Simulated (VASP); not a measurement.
A run of VASP 6.6.1:

The input INCAR:

```
ALGO = Fast
EDIFF = 1E-7
EDIFFG = -0.01
ENCUT = 600
GGA = PS
IBRION = 2
ISIF = 3
ISMEAR = 0
LASPH = T
LCHARG = F
LREAL = F
LWAVE = F
NELM = 60
NSW = 100
PREC = Accurate
SIGMA = 0.1
```

File KPOINTS:

```
k-points
0
Gamma
  15 15 4
```

Contents of POSCAR:

```
Pb
1.0
    3.5243661423      0.0000000000      0.0000000000
   -1.7621830711      3.0521906115      0.0000000000
    0.0000000000      0.0000000000     11.4952418100
Pb
4
Direct
    0.0000000000      0.0000000000      0.0000000000
    0.3333333300      0.6666666700      0.2500000000
    0.0000000000      0.0000000000      0.5000000000
    0.6666666700      0.3333333300      0.7500000000
```

Potentials or basis: VASP PAW PBE potentials, release 64 (Pb_d).

Launch:

```console
$ cat potpaw_PBE.64/Pb_d/POTCAR > POTCAR
$ mpirun -np 1 vasp_std > vasp.out
```

Hardware: 1 thread of AMD EPYC 7R43 64-Core Processor (Zen 3) (shared host).

Q: How long does it take, and how much memory?

A: It took 30 min on 1 thread of AMD EPYC 7R43 64-Core Processor (Zen 3), with other jobs on the host, peak memory 0.45 GiB. Counts: scf iterations 71, k points 81, ion steps 6.
